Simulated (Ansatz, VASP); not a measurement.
## NiO2: VASP beside Ansatz

Contents of INCAR:

```
PREC = Accurate
ENCUT = 520
EDIFF = 1E-6
ISMEAR = 0
SIGMA = 0.05
LREAL = F
LASPH = T
NELM = 60
ALGO = Normal
ISIF = 2
LWAVE = F
LCHARG = F
GGA = PS
NBANDS = 18
```

Contents of KPOINTS:

```
Automatic mesh
0
Gamma
  12 12 6
```

POSCAR

```
NiO2
1.0
    2.7839850047      0.0000000000      0.0000000000
   -1.3919925024      2.4110017378      0.0000000000
    0.0000000000      0.0000000000      4.9726140668
Ni O
1 2
Direct
    0.0000000000      0.0000000000      0.5000000000
    0.6666666667      0.3333333333      0.7253664501
    0.3333333333      0.6666666667      0.2746335499
```

Input for Ansatz:

```yaml
crystal:
  lattice:
    - [2.7839850047, 0.0, 0.0]
    - [-1.3919925024, 2.4110017378, 0.0]
    - [0.0, 0.0, 4.9726140668]
  atoms:
    - { symbol: Ni, position: [0.0, 0.0, 0.5] }
    - { symbol: O, position: [0.6666666667, 0.3333333333, 0.7253664501] }
    - { symbol: O, position: [0.3333333333, 0.6666666667, 0.2746335499] }
basis:
  ecutwfc: 520.0
kpoints:
  mp_grid: { grid: [12, 12, 6] }
hamiltonian:
  xc: pbesol
scf:
  occupations: { method: gaussian, width: 0.05 }
output:
  forces: true
  stress: true
  eigenvalues: true
```

Alike in both runs: task single point; functional PBEsol; k mesh 12 × 12 × 6; occupations gaussian, width 0.05 eV; no spin polarisation.

```csv
,VASP,Ansatz
version,VASP 6.6.1,Ansatz 0.2.0
potentials or method,"VASP PAW PBE potentials, release 64 (Ni, O), cutoff 520 eV","scalar-relativistic, plane waves, PAW"
valence electrons in the cell,22,30
```

|  | VASP | Ansatz | Ansatz less VASP |
| --- | --- | --- | --- |
| gap on the k mesh at the Fermi level (eV) | 0.82 | 0.84 | +0.023 |
| least direct gap on the mesh (eV) | 0.87 | 0.89 | +0.018 |
| pressure (GPa) | -20.1 | -20.5 | -0.40 |
| traceless stress, the component that is largest in VASP (GPa) | -10.61 | -10.69 | -0.079 |
| rms of the force components (eV/Å) | 1.333 | 1.371 | +0.0379 |

VASP's potentials were made for PBE, not for PBEsol. Atom by atom the forces differ by 0.038 eV/Å (rms over components). With one functional, cell and mesh, what is left measures potentials, basis and numerics. VASP's potentials hold 22 valence electrons a cell and Ansatz's 30, so a difference there can come from the potentials and not from the codes.
